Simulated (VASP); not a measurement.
Wanted: the native input for a VASP 6.6.1 run.

- Task: relaxation of cell and atoms
- Functional: PBE
- Potentials or basis: VASP PAW PBE potentials, release 64 (Nb_sv, Te, Mo_sv)
- Cutoff: 600 eV
- k mesh: 12 × 12 × 4
- Occupations: gaussian, width 0.1 eV
- Spin: no spin polarisation
- Dipole correction: no
- Further INCAR settings: ALGO = Normal; EDIFF = 1e-06; IBRION = 2; EDIFFG = -0.01; NSW = 100; ISIF = 3

The structure of NbTe4Mo lies in POSCAR:

```
NbTe4Mo
1.0
    3.6309656547      0.0000000000      0.0000000000
   -1.8154828273      3.1445084972      0.0000000000
    0.0000000000      0.0000000000     14.7190772891
Nb Te Mo
1 4 1
Direct
    0.6666666667      0.3333333333      0.5000000000
    0.3333333333      0.6666666667      0.3734703096
    0.6666666667      0.3333333333      0.8788137700
    0.3333333333      0.6666666667      0.6265296904
    0.6666666667      0.3333333333      0.1211862300
    0.3333333333      0.6666666667      0.0000000000
```

One way to write it, as run:

INCAR

```
SYSTEM = NbTe4Mo
ALGO = Normal ; EDIFF = 1E-6
EDIFFG = -0.01 ; ENCUT = 600
GGA = PE ; IBRION = 2
ISIF = 3 ; ISMEAR = 0
LASPH = .True. ; LCHARG = .False.
LREAL = .False. ; LWAVE = .False.
NELM = 100 ; NSW = 100
PREC = Accurate ; SIGMA = 0.1
```

KPOINTS

```
k-points
0
Gamma
  12 12 4
  0 0 0
```

Potentials or basis: VASP PAW PBE potentials, release 64 (Nb_sv, Te, Mo_sv).

The run is started by

```sh
$ cat potpaw_PBE.64/Nb_sv/POTCAR potpaw_PBE.64/Te/POTCAR potpaw_PBE.64/Mo_sv/POTCAR > POTCAR
$ mpirun -np 1 vasp_std > vasp.out
```

Results of the run:

- Relaxed volume: 27.89 Å³/atom
- Relaxed cell: a = 3.621 Å, b = 3.621 Å, c = 14.739 Å, α = 90.00°, β = 90.00°, γ = 120.00°
- Space group after relaxing (to 0.1 Å): P-6m2 (No. 187)
- Energy gained by relaxing: 0.2 meV/atom
- Ionic steps: 4
- Pressure after relaxing: 0.0 GPa
- Largest force after relaxing: 0.007 eV/Å
- Band gap on the k mesh: zero (an odd number of electrons rules out a gap without spin polarisation)

Caveat: spin-orbit coupling is left out, which moves the levels of the heavy elements; this functional lacks dispersion, which binds layers or chains, so the pressure and a relaxed spacing across them are unreliable.

It took 19 min on 1 thread of Intel(R) Xeon(R) 6975P-C (Granite Rapids) (shared host), peak memory 0.58 GiB.
